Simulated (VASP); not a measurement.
Wanted: the native input for a VASP 6.6.1 run.

```yaml
Task: single point
Functional: r2SCAN
Potentials_or_basis: VASP PAW PBE potentials, release 64 (Pb_d, S)
Cutoff: 550 eV
k_mesh: 8 × 8 × 8
Occupations: gaussian, width 0.05 eV
Spin: no spin polarisation
Dipole_correction: no
Further_INCAR_settings: ALGO = Normal; EDIFF = 1e-06; NBANDS = 17
```

The system is PbS.

```xyz
2
Lattice="0.0000 3.0391 3.1132 3.0391 0.0000 3.1132 3.0391 3.0391 0.0000" Properties=species:S:1:pos:R:3 pbc="T T T"
Pb    0.0000    0.0000    0.0000
S     3.0391    3.0391    3.1132
```

This cell differs from its parent crystal: strain +0.025 along x and y, +0.050 along z.

The input as run:

POSCAR

```
PbS
1.0
    0.0000000000      3.0391250000      3.1132500000
    3.0391250000      0.0000000000      3.1132500000
    3.0391250000      3.0391250000      0.0000000000
Pb S
1 1
Direct
    0.0000000000      0.0000000000      0.0000000000
    0.5000000000      0.5000000000      0.5000000000
```

INCAR.step1

```
SYSTEM = PbS
ALGO     = Normal         ! electronic algorithm
EDIFF    = 1E-5           ! SCF threshold, eV
ENCUT    = 550            ! plane-wave cutoff, eV
GGA      = PE             ! functional
GGA_COMPAT= .False.      
ISMEAR   = 0              ! smearing method
LASPH    = .True.         ! aspherical terms in the spheres
LCHARG   = .False.        ! write CHGCAR
LREAL    = .False.        ! projectors in reciprocal space
LWAVE    = .True.         ! write WAVECAR
NBANDS   = 17             ! bands
NELM     = 120            ! most SCF steps
PREC     = Accurate       ! precision mode
SIGMA    = 0.05           ! smearing width, eV
```

INCAR.step2

```
SYSTEM = PbS
ALGO     = Normal         ! electronic algorithm
EDIFF    = 1E-6           ! SCF threshold, eV
ENCUT    = 550            ! plane-wave cutoff, eV
GGA_COMPAT= .False.      
ISIF     = 2              ! what is computed and relaxed
ISMEAR   = 0              ! smearing method
ISTART   = 1            
LASPH    = .True.         ! aspherical terms in the spheres
LCHARG   = .True.         ! write CHGCAR
LELF     = .True.         ! ELF
LMIXTAU  = .True.       
LREAL    = .False.        ! projectors in reciprocal space
LVHAR    = .True.       
LWAVE    = .False.        ! write WAVECAR
METAGGA  = R2SCAN         ! meta-GGA
NBANDS   = 17             ! bands
NELM     = 120            ! most SCF steps
PREC     = Accurate       ! precision mode
SIGMA    = 0.05           ! smearing width, eV
```

KPOINTS

```
k-points
0
Gamma
  8 8 8
  0 0 0
```

Potentials or basis: VASP PAW PBE potentials, release 64 (Pb_d, S).

The run is started by

```sh
$ cat potpaw_PBE.64/Pb_d/POTCAR potpaw_PBE.64/S/POTCAR > POTCAR
$ cp INCAR.step1 INCAR
$ mpirun -np 1 vasp_std > vasp.out
$ cp INCAR.step2 INCAR
$ mpirun -np 1 vasp_std > vasp.out
```

It gave:

* Pressure: -3.7 GPa
* Band gap on the k mesh: 0.93 eV

Caveat: the cell differs from its parent crystal (strain +0.025 along x and y, +0.050 along z); the cell stands under tension; the PAW data sets were made with another functional, which shifts forces and pressure a little; spin-orbit coupling is left out, which moves the levels of the heavy elements.

It took 3.9 min on 1 thread of AMD EPYC 9R45 96-Core Processor (Zen 5), with other jobs on the host, peak memory 0.22 GiB.
